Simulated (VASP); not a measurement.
Crystal: Ti.

```
Ti
1.0
     0.00000    1.97023    1.97023
     1.97023    0.00000    1.97023
     1.97023    1.97023    0.00000
Ti
1
Direct
  0.00000 0.00000 0.00000
```

Base run:

- Program: VASP 6.6.1
- Functional: PBE
- Potentials or basis: VASP PAW PBE potentials, release 64 (Ti_sv)
- Cutoff: 520 eV
- k mesh: 20 × 20 × 20
- Occupations: gaussian, width 0.15 eV
- Spin: collinear spin, ferromagnetic start
- Starting moments: [0.875] μB
- Fixed moment: 0.875 μB

Its results: pressure 19.8 GPa; site moments Ti +0.62 μB.

Task: The run is repeated on the same cell with these changes: fixed moment from 0.875 μB to 0.375 μB; moments at the start from [0.88] to [0.38]. What comes out?

Result: Pressure 17.2 GPa; site moments Ti +0.27 μB.

Caveats: the total moment is fixed, so each spin has its own Fermi level.
